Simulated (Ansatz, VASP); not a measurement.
WSe2: VASP beside Ansatz

INCAR

```
ALGO = Normal
EDIFF = 1E-6
EDIFFG = -0.002
ENCUT = 600
GGA = CA
IBRION = 2
ISIF = 3
ISMEAR = -1
LASPH = True
LCHARG = False
LREAL = False
LWAVE = False
NELM = 80
NSW = 100
PREC = Accurate
SIGMA = 0.08
```

KPOINTS

```
k-points
0
Gamma
  10 10 4
```

POSCAR

```
WSe2
1.0
    3.2900000000      0.0000000000      0.0000000000
   -1.6450000000      2.8492235785      0.0000000000
    0.0000000000      0.0000000000     12.9700000000
W Se
2 4
Direct
    0.3333333333      0.6666666667      0.2500000000
    0.6666666667      0.3333333333      0.7500000000
    0.3333333333      0.6666666667      0.6210000000
    0.6666666667      0.3333333333      0.1210000000
    0.3333333333      0.6666666667      0.8790000000
    0.6666666667      0.3333333333      0.3790000000
```

Input for Ansatz:

```yaml
crystal:
  lattice:
    - [3.29000000002, 0.0, 0.0]
    - [-1.64500000001, 2.84922357847, 0.0]
    - [0.0, 0.0, 12.97]
  atoms:
    - { symbol: W, position: [0.333333333333, 0.666666666667, 0.25] }
    - { symbol: W, position: [0.666666666667, 0.333333333333, 0.75] }
    - { symbol: Se, position: [0.333333333333, 0.666666666667, 0.621] }
    - { symbol: Se, position: [0.666666666667, 0.333333333333, 0.121] }
    - { symbol: Se, position: [0.333333333333, 0.666666666667, 0.879] }
    - { symbol: Se, position: [0.666666666667, 0.333333333333, 0.379] }
kpoints:
  mp_grid: { grid: [10, 10, 4] }
scf:
  occupations: { method: fermi_dirac, width: 0.08 }
hamiltonian:
  xc: lda
  pseudopotentials: { kind: paw }
relax:
  f_tol: 0.002
  max_steps: 80
  cell: {}
output:
  forces: true
  stress: true
```

Alike in both runs: task relaxation of cell and atoms; functional LDA; k mesh 10 × 10 × 4; occupations fermi-dirac, width 0.08 eV; no spin polarisation.

|  | VASP | Ansatz |
| --- | --- | --- |
| version | VASP 6.6.1 | Ansatz 0.2.0 |
| potentials or method | VASP PAW LDA potentials, release 64 (W_sv, Se) | PAW with Ansatz's default frozen-core files, scalar-relativistic |
| plane-wave cutoff (eV) | 600 | 420 |
| valence electrons in the cell | 52 | 92 |

```tsv
	VASP	Ansatz	Ansatz less VASP
relaxed volume (Å³/atom)	19.61	19.54	-0.071
relaxed cell length with the largest relative difference (Å)	3.255	3.250	-0.0052
```

LDA's correlation is that of Perdew and Zunger in VASP and of Perdew and Wang (1992) in Ansatz. VASP's potentials hold 52 valence electrons a cell and Ansatz's 92, so a difference there can come from the potentials and not from the codes.

Neither program's run includes spin-orbit coupling.
